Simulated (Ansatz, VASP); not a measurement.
Cs: VASP beside Ansatz

```
Cs
1.0
     5.15255    0.00000    0.00000
    -2.57627    4.46224    0.00000
     0.00000    0.00000    8.34712
Cs
2
Direct
  0.33333 0.66667 0.25000
  0.66667 0.33333 0.75000
```

Alike in both runs: functional LDA; k mesh 9 × 9 × 5; occupations fermi-dirac, width 0.05 eV; no spin polarisation.

Ansatz relaxed the structure, and its values are those at the end. VASP's run is a single point on that final structure, the one shown.

|  | VASP | Ansatz |
| --- | --- | --- |
| version | VASP 6.6.1 | Ansatz 0.2.0 |
| potentials or method | VASP PAW LDA potentials, release 64 (Cs_sv) | PAW with Ansatz's default frozen-core files, scalar-relativistic |
| plane-wave cutoff (eV) | 500 | 420 |
| valence electrons in the cell | 18 | 18 |

```csv
,VASP,Ansatz,Ansatz less VASP
pressure (GPa),0.0,0.0,+0.01
```

LDA's correlation is that of Perdew and Zunger in VASP and of Perdew and Wang (1992) in Ansatz.

Neither program's run includes spin-orbit coupling.
